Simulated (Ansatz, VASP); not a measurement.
# MgO: VASP beside Ansatz

INCAR

```
PREC = Accurate ; ENCUT = 600
EDIFF = 1E-6 ; ISMEAR = 0
SIGMA = 0.02 ; LREAL = F
LASPH = T ; NELM = 120
ALGO = Normal ; ISIF = 2
LWAVE = F ; LCHARG = F
GGA = PS ; NBANDS = 11
GGA_COMPAT = F
```

KPOINTS

```
Automatic mesh
0
Gamma
  10 10 10
```

File POSCAR:

```
MgO
1.0
    0.0000000000      2.1070840251      2.1070840251
    2.1070840251      0.0000000000      2.1070840251
    2.1070840251      2.1070840251      0.0000000000
Mg O
1 1
Direct
    0.0000000000      0.0000000000      0.0000000000
    0.5000000000      0.5000000000      0.5000000000
```

Input for Ansatz:

```yaml
crystal:
  lattice:
    - [0.0, 2.1070840251, 2.1070840251]
    - [2.1070840251, 0.0, 2.1070840251]
    - [2.1070840251, 2.1070840251, 0.0]
  atoms:
    - { symbol: Mg, position: [0.0, 0.0, 0.0] }
    - { symbol: O, position: [0.5, 0.5, 0.5] }
basis:
  ecutwfc: 600.0
kpoints:
  mp_grid: { grid: [10, 10, 10] }
hamiltonian:
  xc: pbesol
scf:
  occupations: { method: gaussian, width: 0.02 }
output:
  forces: true
  stress: true
  eigenvalues: true
```

Alike in both runs: task single point; functional PBEsol; k mesh 10 × 10 × 10; occupations gaussian, width 0.02 eV; no spin polarisation.

|  | VASP | Ansatz |
| --- | --- | --- |
| version | VASP 6.6.1 | Ansatz 0.2.0 |
| potentials or method | VASP PAW PBE potentials, release 64 (Mg, O), cutoff 600 eV | scalar-relativistic, plane waves, PAW |
| valence electrons in the cell | 8 | 16 |

```tsv
	VASP	Ansatz	Ansatz less VASP
gap on the k mesh at the Fermi level (eV)	4.62	4.62	-0.001
least direct gap on the mesh (eV)	4.62	4.62	-0.001
pressure (GPa)	-0.7	0.0	+0.77
```

VASP's potentials were made for PBE, not for PBEsol. The functional is the same, so the differences come from potentials, cutoffs and numerics. VASP's potentials hold 8 valence electrons a cell and Ansatz's 16, so a difference there can come from the potentials and not from the codes.
